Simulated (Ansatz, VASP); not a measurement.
One calculation of WSe2, two programs

The input INCAR:

```
PREC = Accurate
ENCUT = 520
EDIFF = 1E-7
ISMEAR = 0
SIGMA = 0.05
LREAL = False
LASPH = True
NELM = 60
ALGO = Normal
ISIF = 2
LWAVE = False
LCHARG = False
GGA = PE
IVDW = 12
NBANDS = 35
```

KPOINTS

```
regular mesh
0
Gamma
  12 12 2
```

POSCAR

```
WSe2
1.0
    3.6069303151      0.0000000000      0.0000000000
   -1.8034651576      2.8397211660      0.0000000000
    0.0000000000      0.0000000000     12.7886113051
W Se
2 4
Direct
    0.3333333333      0.6666666667      0.2500000000
    0.6666666667      0.3333333333      0.7500000000
    0.3333333333      0.6666666667      0.6182912222
    0.6666666667      0.3333333333      0.1182912222
    0.3333333333      0.6666666667      0.8817087778
    0.6666666667      0.3333333333      0.3817087778
```

Input for Ansatz:

```yaml
crystal:
  lattice:
    - [3.6069303151, 0.0, 0.0]
    - [-1.8034651576, 2.839721166, 0.0]
    - [0.0, 0.0, 12.7886113051]
  atoms:
    - { symbol: W, position: [0.3333333333, 0.6666666667, 0.25] }
    - { symbol: W, position: [0.6666666667, 0.3333333333, 0.75] }
    - { symbol: Se, position: [0.3333333333, 0.6666666667, 0.6182912222] }
    - { symbol: Se, position: [0.6666666667, 0.3333333333, 0.1182912222] }
    - { symbol: Se, position: [0.3333333333, 0.6666666667, 0.8817087778] }
    - { symbol: Se, position: [0.6666666667, 0.3333333333, 0.3817087778] }
basis:
  ecutwfc: 420
kpoints:
  mp_grid: { grid: [12, 12, 2] }
hamiltonian:
  xc: pbe
  dispersion: d3bj
scf:
  occupations: { method: gaussian, width: 0.05 }
output:
  forces: true
  stress: true
  eigenvalues: true
```

Change from the starting cell: strain +0.1000 x Voigt [1, 0, 0, 0, 0, 0], atoms carried along.

Alike in both runs: task single point; functional PBE; dispersion D3(BJ); k mesh 12 × 12 × 2; occupations gaussian, width 0.05 eV; no spin polarisation.

```csv
,VASP,Ansatz
version,VASP 6.6.1,Ansatz 0.2.0
potentials or method,"VASP PAW PBE potentials, release 64 (W_sv, Se), cutoff 520 eV","scalar-relativistic, plane waves, PAW"
valence electrons in the cell,52,92
```

|  | VASP | Ansatz | Ansatz less VASP |
| --- | --- | --- | --- |
| gap on the k mesh at the Fermi level (eV) | 0.85 | 0.86 | +0.007 |
| least direct gap on the mesh (eV) | 1.13 | 1.13 | +0.002 |
| pressure (GPa) | -9.6 | -9.8 | -0.20 |
| traceless stress, the component that is largest in VASP (GPa) | -6.79 | -6.76 | +0.034 |
| rms of the force components (eV/Å) | 0.446 | 0.458 | +0.0121 |

Atom by atom the forces differ by 0.016 eV/Å (rms over components). VASP's potentials hold 52 valence electrons a cell and Ansatz's 92, so a difference there can come from the potentials and not from the codes.

Spin-orbit coupling is off throughout.
